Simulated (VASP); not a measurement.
GaN: single point with HSE06

Crystal: GaN.

```
CELL_PARAMETERS angstrom
0.00000 2.24895 2.24895
2.24895 0.00000 2.24895
2.24895 2.24895 0.00000
ATOMIC_POSITIONS crystal
Ga 0.00000 0.00000 0.00000
N 0.25000 0.25000 0.25000
```

```
Program                            : VASP 6.6.1
Task                               : single point
Functional                         : HSE06
Potentials or basis                : VASP PAW PBE potentials, release 64 (Ga_d, N)
Cutoff                             : 520 eV
k mesh                             : 4 × 4 × 4
Occupations                        : gaussian, width 0.01 eV
Spin                               : no spin polarisation
Dipole correction                  : no
Grid for exact exchange (PRECFOCK) : Normal
Further INCAR settings             : ALGO = Normal; EDIFF = 1e-07; NBANDS = 16
Share of exact exchange            : 0.25
Screening parameter                : 0.2079 1/Å
```

| Item | Value |
| --- | --- |
| Pressure | -0.1 GPa |
| Band gap on the k mesh | 3.06 eV |

Levels at points of the mesh, in eV from the valence-band top:
| k point | band 7 | band 8 | band 9 | band 10 | band 11 | band 12 |
| --- | --- | --- | --- | --- | --- | --- |
| (0.00, 0.00, 0.00) | 0.00 | 0.00 | 0.00 | 3.06 | 11.94 | 11.94 |
| (0.50, 0.00, 0.00) | -7.58 | -1.05 | -1.05 | 6.14 | 10.46 | 11.93 |
| (0.50, 0.50, 0.00) | -6.59 | -2.93 | -2.93 | 4.45 | 8.18 | 13.64 |

It took 7.7 min on 1 thread of AMD EPYC 7R13, with other jobs on the host, peak memory 0.22 GiB.

Caveat: the k points lie up to 0.60 Å⁻¹ apart; the structure was generated, so it needn't be the stable form of GaN; the PAW data sets were made with another functional, which shifts forces and pressure a little.
